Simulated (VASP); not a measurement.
# SiC (F-43m) in VASP: a series of runs

SiC is run at these levels: PBE; tasks: single point, relaxation of cell and atoms.

Program: VASP 6.6.1. These are calculated values, not measurements. Logs are shortened: lines on timing, memory, paths and dates and some standing lists are left out, and cuts for length are marked.

**Experimental background.**

“Insight into the structural, elastic and electronic properties of a new orthorhombic 6O-SiC polytype”, 2020, pmc:7200658 quotes, for a bulk crystal of SiC: band gap 2.4 eV (indirect).

The runs below are set against these values where they give the same quantity.

### Step 1. The cell of the first run

Symmetry: F-43m, No. 216, cubic system. The conventional cell has a = 4.264 Å, b = 4.264 Å, c = 4.264 Å, α = 90.00°, β = 90.00°, γ = 90.00°. Within 2.5 Å of Si (site symmetry -43m) lie 4 C at 1.85 Å. Within 2.5 Å of C (site symmetry -43m) lie 4 Si at 1.85 Å.

### Step 2. Single point, PBE

Input file INCAR:

```
SYSTEM = SiC
PREC = Accurate ; ENCUT = 600
EDIFF = 1E-6 ; ISMEAR = 0
SIGMA = 0.01 ; LREAL = .FALSE.
LASPH = .TRUE. ; NELM = 120
ALGO = Normal ; ISIF = 2
LWAVE = .FALSE. ; LCHARG = .FALSE.
GGA = PE ; NBANDS = 11
GGA_COMPAT = .FALSE.
```

Input file KPOINTS:

```
regular mesh
0
G
  9 9 9
  0 0 0
```

Input file POSCAR:

```
SiC
1.0
    0.0000000000      2.1319899906      2.1319899906
    2.1319899906      0.0000000000      2.1319899906
    2.1319899906      2.1319899906      0.0000000000
Si C
1 1
Direct
    0.0000000000      0.0000000000      0.0000000000
    0.2500000000      0.2500000000      0.2500000000
```

Potentials or basis: VASP PAW PBE potentials, release 64 (Si, C).

Run with:

```console
$ cat potpaw_PBE.64/Si/POTCAR potpaw_PBE.64/C/POTCAR > POTCAR
$ mpirun -np 1 vasp_std > vasp.out
```

OUTCAR:

```text
SYSTEM = SiC
   PREC = Accurate
   ENCUT = 600
   EDIFF = 1E-6
   ISMEAR = 0
   LREAL = .FALSE.
   LASPH = .TRUE.
   NELM = 120
   ISIF = 2
   GGA = PE

 ion  position               nearest neighbor table
   1  0.000  0.000  0.000-   2 1.85   2 1.85   2 1.85   2 1.85
   2  0.250  0.250  0.250-   1 1.85   1 1.85   1 1.85   1 1.85

  LATTYP: Found a face centered cubic cell.
 ALAT       =     4.2639799812

  Lattice vectors:

 A1 = (   0.0000000000,   2.1319899906,   2.1319899906)
 A2 = (   2.1319899906,   0.0000000000,   2.1319899906)
 A3 = (   2.1319899906,   2.1319899906,   0.0000000000)

Analysis of symmetry for initial positions (statically):
=====================================================================
 Subroutine PRICEL returns:
 Original cell was already a primitive cell.

 Routine SETGRP: Setting up the symmetry group for a
 face centered cubic supercell.

 Subroutine GETGRP returns: Found 24 space group operations
 (whereof 24 operations were pure point group operations)
 out of a pool of 48 trial point group operations.

The static configuration has the point symmetry T_d .

Analysis of symmetry for dynamics (positions and initial velocities):
=====================================================================
 Subroutine PRICEL returns:
 Original cell was already a primitive cell.

 Routine SETGRP: Setting up the symmetry group for a
 face centered cubic supercell.

 Subroutine GETGRP returns: Found 24 space group operations
 (whereof 24 operations were pure point group operations)
 out of a pool of 48 trial point group operations.

The dynamic configuration has the point symmetry T_d .

 Subroutine INISYM returns: Found 24 space group operations
 (whereof 24 operations are pure point group operations),
 and found     1 'primitive' translations

----------------------------------------------------------------------------------------

                                     Primitive cell

  volume of cell :      19.3814

  direct lattice vectors                    reciprocal lattice vectors
     0.000000000  2.131989991  2.131989991    -0.234522677  0.234522677  0.234522677
     2.131989991  0.000000000  2.131989991     0.234522677 -0.234522677  0.234522677
     2.131989991  2.131989991  0.000000000     0.234522677  0.234522677 -0.234522677

  length of vectors
     3.015089160  3.015089160  3.015089160     0.406205192  0.406205192  0.406205192

  position of ions in fractional coordinates (direct lattice)
     0.000000000  0.000000000  0.000000000
     0.250000000  0.250000000  0.250000000

  ion indices of the primitive-cell ions
   primitive index   ion index
                 1           1
                 2           2

----------------------------------------------------------------------------------------

 KPOINTS: regular mesh

Automatic generation of k-mesh.
 Grid dimensions read from file:
 generate k-points for:    9    9    9

 Generating k-lattice:

  Cartesian coordinates                     Fractional coordinates (reciprocal lattice)
    -0.026058075  0.026058075  0.026058075     0.111111111  0.000000000  0.000000000
     0.026058075 -0.026058075  0.026058075     0.000000000  0.111111111  0.000000000
     0.026058075  0.026058075 -0.026058075     0.000000000  0.000000000  0.111111111

  Length of vectors
     0.045133910  0.045133910  0.045133910

  Shift w.r.t. Gamma in fractional coordinates (k-lattice)
     0.000000000  0.000000000  0.000000000

 Subroutine IBZKPT returns following result:
 ===========================================

 Found     35 irreducible k-points:

 Following reciprocal coordinates:
            Coordinates               Weight
  0.000000  0.000000  0.000000      1.000000
  0.111111  0.000000  0.000000      8.000000
  0.222222  0.000000  0.000000      8.000000
  0.333333  0.000000  0.000000      8.000000
  0.444444  0.000000  0.000000      8.000000
  0.111111  0.111111  0.000000      6.000000
[... 16 lines left out ...]
 -0.333333  0.333333  0.000000     12.000000
  0.444444  0.444444  0.000000      6.000000
 [... further k-points ...]
   k-points           NKPTS =     35   k-points in BZ     NKDIM =     35   number of bands    NBANDS=     11
   number of dos      NEDOS =    301   number of ions     NIONS =      2
   total plane-waves  NPLWV =  13824
   dimension x,y,z NGX =    24 NGY =   24 NGZ =   24
   dimension x,y,z NGXF=    48 NGYF=   48 NGZF=   48
   ions per type =               1   1
   NGX,Y,Z   is equivalent  to a cutoff of  13.23, 13.23, 13.23 a.u.
   NGXF,Y,Z  is equivalent  to a cutoff of  26.47, 26.47, 26.47 a.u.
 SYSTEM =  SiC
   PREC   = accura    normal or accurate (medium, high low for compatibility)
   ISTART =      0    job   : 0-new  1-cont  2-samecut
   ICHARG =      2    charge: 1-file 2-atom 10-const
   ISPIN  =      1    spin polarized calculation?
   LNONCOLLINEAR =      F non collinear calculations
   LSORBIT =      F    spin-orbit coupling
   LASPH  =      T    aspherical Exc in radial PAW
   ENCUT  =  600.0 eV  44.10 Ry    6.64 a.u.   6.02  6.02  6.02*2*pi/ulx,y,z
   NELM   =    120;   NELMIN=  2; NELMDL= -5     # of ELM steps
   EDIFF  = 0.1E-05   stopping-criterion for ELM
   LREAL  =      F    real-space projection
   EDIFFG = 0.1E-04   stopping-criterion for IOM
   NSW    =      0    number of steps for IOM
   IBRION =     -1    ionic relax: 0-MD 1-quasi-New 2-CG
   NFREE  =      0    steps in history (QN), initial steepest desc. (CG)
   ISIF   =      2    stress and relaxation
   ISYM   =      2    0-nonsym 1-usesym 2-fastsym
   POTIM  = 0.5000    time-step for ionic-motion
   TEBEG  =    0.0;   TEEND  =   0.0 temperature during run
   PSTRESS=    0.0 pullay stress
   NELECT =       8.0000    total number of electrons
   NUPDOWN=      -1.0000    fix difference up-down
   EMIN   =  10.00;   EMAX   =-10.00  energy-range for DOS
   EFERMI =   0.00;   METHOD = LEGACY
   ISMEAR =     0;   SIGMA  =   0.01  broadening in eV -4-tet -1-fermi 0-gaus
   EFERMI_NEDOS =   21; number of points for ismear=-14 and -15
   IALGO  =     38    algorithm
   IMIX   =      4    mixing-type and parameters
     AMIX     =   0.40;   BMIX     =  1.00
     AMIX_MAG =   1.60;   BMIX_MAG =  1.00
  volume/ion in A,a.u.               =       9.69        65.40
  Fermi-wavevector in a.u.,A,eV,Ry     =   1.218923  2.303431 20.215178  1.485774
  Thomas-Fermi vector in A             =   2.354193
   LORBIT       =      0    0 simple, 1 ext, 2 COOP (PROOUT), +10 PAW based schemes
   GGA     = PE    functional components
   LHFCALC =     F    Hartree Fock is set to
   AEXX    =    0.0000 exact exchange contribution
   IVDW    =     0    specifies the selected vdW correction
   LEPSILON=     F    determine dielectric tensor
   LRPA    =     F    only Hartree local field effects (RPA)
 non-spin polarized calculation
 Gauss-broadening in eV      SIGMA  =   0.01
  energy-cutoff  :      600.00
  volume of cell :       19.38
 maximum number of plane-waves:       656
   NGX = 13   NGY = 13   NGZ = 13

 number of electron       7.9999999 magnetization

 Free energy of the ion-electron system (eV)
  ---------------------------------------------------
  ext. energy  EPLUGINS =         0.00000000
  ---------------------------------------------------
  free energy    TOTEN  =       -14.96765928 eV

  energy without entropy =      -14.96765928  energy(sigma->0) =      -14.96765928

 E-fermi :   9.0148     XC(G=0): -11.6442

 val. band max:        8.8574273017   @ k =   0.0000   0.0000   0.0000
 cond. band min:      10.3071801161   @ k =   0.4444   0.4444   0.0000
 fundamental gap:      1.4497528144
 Fermi energy:         9.0148028544

 k-point     1 :       0.0000    0.0000    0.0000
  band No.  band energies     occupation
      1      -7.0685      2.00000
      2       8.8574      2.00000
      3       8.8574      2.00000
      4       8.8574      2.00000
      5      15.8632      0.00000
      6      16.6360      0.00000
      7      16.6360      0.00000
      8      16.6360      0.00000
      9      23.7559      0.00000
     10      23.7559      0.00000
     11      26.3764      0.00000

 k-point     2 :       0.1111    0.0000    0.0000
  band No.  band energies     occupation
      1      -6.8147      2.00000
      2       7.6307      2.00000
      3       8.6935      2.00000
      4       8.6935      2.00000
      5      15.9894      0.00000
      6      16.9375      0.00000
      7      16.9375      0.00000
      8      17.1381      0.00000
      9      22.6194      0.00000
     10      22.6194      0.00000
     11      25.5980      0.00000

 k-point     3 :       0.2222    0.0000    0.0000
  band No.  band energies     occupation
      1      -6.0667      2.00000
      2       5.1226      2.00000
      3       8.3369      2.00000
      4       8.3369      2.00000
      5      15.5518      0.00000
      6      17.2330      0.00000
      7      17.2330      0.00000
      8      18.5253      0.00000
      9      22.1402      0.00000
     10      22.1402      0.00000
     11      24.6807      0.00000

 k-point     4 :       0.3333    0.0000    0.0000
  band No.  band energies     occupation
      1      -4.8842      2.00000
      2       2.4785      2.00000
      3       8.0042      2.00000
      4       8.0042      2.00000
      5      15.1369      0.00000
      6      16.8395      0.00000
      7      16.8395      0.00000
      8      19.2577      0.00000
      9      23.6245      0.00000
     10      23.6245      0.00000
     11      24.8338      0.00000
[... 239 lines left out ...]
 k-point    22 :      -0.4444    0.3333    0.0000
  band No.  band energies     occupation
      1      -2.0068      2.00000
      2       1.4818      2.00000
      3       3.5719      2.00000
      4       6.1053      2.00000
      5      11.9116      0.00000
      6      16.4592      0.00000
      7      21.2822      0.00000
      8      21.6132      0.00000
      9      23.4106      0.00000
     10      26.3571      0.00000
     11      31.7669      0.00000

 k-point    23 :      -0.3333    0.3333    0.0000
  band No.  band energies     occupation
      1      -2.1323      2.00000
      2       1.6603      2.00000
      3       2.9225      2.00000
      4       6.6135      2.00000
      5      12.7822      0.00000
      6      18.5041      0.00000
      7      20.1359      0.00000
      8      21.1387      0.00000
      9      22.5074      0.00000
     10      23.8737      0.00000
     11      31.7378      0.00000

 k-point    24 :       0.4444    0.4444    0.0000
  band No.  band energies     occupation
      1      -2.2418      2.00000
      2       1.4174      2.00000
      3       5.6152      2.00000
      4       5.6152      2.00000
      5      10.3072      0.00000
      6      13.5134      0.00000
      7      23.3900      0.00000
      8      23.3900      0.00000
      9      24.3132      0.00000
     10      29.1732      0.00000
     11      32.2750      0.00000

 [... further k-points ...]

------------------------ aborting loop because EDIFF is reached ----------------------------------------

  FORCE on cell =-STRESS in cart. coord.  units (eV):
  Direction    XX          YY          ZZ          XY          YZ          ZX
  --------------------------------------------------------------------------------------
  -------------------------------------------------------------------------------------
  Total        2.3876432      2.3876432      2.3876432     -0.0000000     -0.0000000     -0.0000000
  in kB      197.3760841    197.3760841    197.3760841     -0.0000000     -0.0000000     -0.0000000
  external PRESSURE =     197.3760841 kB  Pullay stress =       0.0000000 kB

 VOLUME and BASIS-vectors are now :
 -----------------------------------------------------------------------------
  energy-cutoff  :      600.00
  volume of cell :       19.38
      direct lattice vectors                 reciprocal lattice vectors
     0.000000000  2.131989991  2.131989991    -0.234522677  0.234522677  0.234522677
     2.131989991  0.000000000  2.131989991     0.234522677 -0.234522677  0.234522677
     2.131989991  2.131989991  0.000000000     0.234522677  0.234522677 -0.234522677

 POSITION                                       TOTAL-FORCE (eV/Angst)
 -----------------------------------------------------------------------------------
      0.00000      0.00000      0.00000        -0.000000      0.000000      0.000000
      1.06599      1.06599      1.06599         0.000000     -0.000000     -0.000000
 -----------------------------------------------------------------------------------
    total drift:                                0.000000      0.000000      0.000000

  FREE ENERGIE OF THE ION-ELECTRON SYSTEM (eV)
  ---------------------------------------------------
  free  energy   TOTEN  =       -14.9676592803 eV

  energy  without entropy=      -14.9676592803  energy(sigma->0) =      -14.96765928
```

Wall time 5.7 s (1 thread of Intel Xeon 8259CL, shared host); peak memory 0.13 GiB.

What came out:

```yaml
Free_energy: -14.9677 eV
Pressure: 19.7 GPa
Band_gap_on_the_k_mesh: 1.45 eV (least direct gap 4.69 eV)
```

Levels at points of the mesh, in eV from the valence-band top:
```
           k point  band 1  band 2  band 3  band 4  band 5  band 6  band 7  band 8
(0.00, 0.00, 0.00)  -15.93    0.00    0.00    0.00    7.01    7.78    7.78    7.78
```

Caveat: the cell stands under pressure; an odd mesh through Γ misses points on the zone boundary, where band edges can lie.

### Step 3. Single point, PBE

This run uses another cell than the first one, of 10.50 Å³/atom.

Input file INCAR:

```
SYSTEM = SiC
PREC = Accurate
ENCUT = 600
EDIFF = 1E-6
ISMEAR = 0
SIGMA = 0.01
LREAL = .False.
LASPH = .True.
NELM = 120
ALGO = Normal
ISIF = 2
LWAVE = .False.
LCHARG = .False.
GGA = PE
NBANDS = 11
GGA_COMPAT = .False.
```

Input file KPOINTS:

```
Automatic mesh
0
Gamma
  9 9 9
  0 0 0
```

Input file POSCAR:

```
SiC
1.0
    0.0000000000      2.1897192345      2.1897192345
    2.1897192345      0.0000000000      2.1897192345
    2.1897192345      2.1897192345      0.0000000000
Si C
1 1
Direct
    0.0000000000      0.0000000000      0.0000000000
    0.2500000000      0.2500000000      0.2500000000
```

Potentials or basis: VASP PAW PBE potentials, release 64 (Si, C).

Run with:

```console
$ cat potpaw_PBE.64/Si/POTCAR potpaw_PBE.64/C/POTCAR > POTCAR
$ mpirun -np 1 vasp_std > vasp.out
```

It took 12 s on 1 thread of Intel Xeon 8259CL, shared host; peak memory 0.15 GiB.

Results (log left out):

```yaml
Free_energy: -15.0619 eV
Pressure: -0.1 GPa
Band_gap_on_the_k_mesh: 1.51 eV (least direct gap 4.60 eV)
```

Levels at points of the mesh, in eV from the valence-band top:
```
           k point  band 1  band 2  band 3  band 4  band 5  band 6  band 7  band 8
(0.00, 0.00, 0.00)  -15.29    0.00    0.00    0.00    6.06    7.21    7.21    7.21
```

Caveat: an odd mesh through Γ misses points on the zone boundary, where band edges can lie.

### Step 4. Relaxation of cell and atoms, PBE

This run uses another cell than the first one, of 10.35 Å³/atom.

Input file INCAR:

```
SYSTEM = SiC
ALGO = Normal
EDIFF = 1E-7
EDIFFG = -0.03
ENCUT = 600
GGA = PE
GGA_COMPAT = .False.
IBRION = 2
ISIF = 3
ISMEAR = 0
LASPH = .True.
LCHARG = .False.
LREAL = .False.
LWAVE = .False.
NELM = 120
NELMIN = 4
NSW = 80
PREC = Accurate
SIGMA = 0.01
```

Input file KPOINTS:

```
k-points
0
Gamma
  9 9 9
  0 0 0
```

Input file POSCAR:

```
SiC
1.0
    0.0000000000      2.1790000000      2.1790000000
    2.1790000000      0.0000000000      2.1790000000
    2.1790000000      2.1790000000      0.0000000000
Si C
1 1
Direct
    0.0000000000      0.0000000000      0.0000000000
    0.2500000000      0.2500000000      0.2500000000
```

Run with:

```console
$ cat potpaw_PBE.64/Si/POTCAR potpaw_PBE.64/C/POTCAR > POTCAR
$ mpirun -np 1 vasp_std > vasp.out
```

It took 33 s on 1 thread of Intel Xeon 8259CL, shared host; peak memory 0.15 GiB.

Results (log left out):

| Item | Value |
| --- | --- |
| Free energy | -15.0616 eV |
| Relaxed volume | 10.49 Å³/atom |
| Relaxed cell | a = 3.096 Å, b = 3.096 Å, c = 3.096 Å, α = 60.00°, β = 60.00°, γ = 60.00° |
| Space group after relaxing (to 0.1 Å) | F-43m (No. 216) |
| Energy gained by relaxing | 1.4 meV/atom |
| Ionic steps | 3 |
| Pressure after relaxing | 0.0 GPa |
| Band gap on the k mesh | 1.51 eV (least direct gap 4.61 eV) |

The path:
| step | energy change (eV) | largest force (eV/Å) | pressure (GPa) | volume (Å³) |
| --- | --- | --- | --- | --- |
| 1 | 0.0000 | 0.0000 | 3.07 | 20.69 |
| 2 | 0.0001 | 0.0000 | -2.99 | 21.29 |
| 3 | -0.0028 | 0.0000 | 0.00 | 20.99 |

Final structure:
```
Si C
1.0
     0.00000    2.18926    2.18926
     2.18926    0.00000    2.18926
     2.18926    2.18926    0.00000
Si C
1 1
Cartesian
  0.0000 0.0000 0.0000
  1.0946 1.0946 1.0946
```

Levels at points of the mesh, in eV from the valence-band top:
| k point | band 1 | band 2 | band 3 | band 4 | band 5 | band 6 | band 7 | band 8 |
| --- | --- | --- | --- | --- | --- | --- | --- | --- |
| (0.00, 0.00, 0.00) | -15.29 | 0.00 | 0.00 | 0.00 | 6.07 | 7.21 | 7.21 | 7.21 |

Caveat: an odd mesh through Γ misses points on the zone boundary, where band edges can lie.

### Step 5. The runs side by side

```csv
task,cell,gap on the mesh (eV),pressure (GPa)
single point,"a = 3.015 Å, angles 60.0°, 2 atoms",1.45,19.7
single point,"a = 3.097 Å, angles 60.0°, 2 atoms",1.51,-0.1
relaxation of cell and atoms,"relaxed from a = 3.082 Å, angles 60.0°, 2 atoms",1.51,0.0
```

Alike in all rows: level PBE; potentials or basis VASP PAW PBE potentials, release 64 (Si, C); no spin polarisation; k mesh 9 × 9 × 9; cutoff (eV) 600; smearing gaussian 0.01 eV.

Caveats: an odd mesh through Γ misses points on the zone boundary, where band edges can lie; the cell stands under pressure (at least some runs).

Total energies depend on the potentials used, so only differences within one code and one set of settings carry meaning.

### Step 6. Against experiment

Step 3. Measured gap of SiC: 2.4 eV (indirect; quoted in “Insight into the structural, elastic and electronic properties of a new orthorhombic 6O-SiC polytype”, 2020, pmc:7200658). This calculation gives 1.51 eV (-0.89 eV). The value is that of PBE on a finite k mesh, which can miss the band edges, without temperature or zero-point motion. Semilocal functionals fall short of measured gaps as a rule.
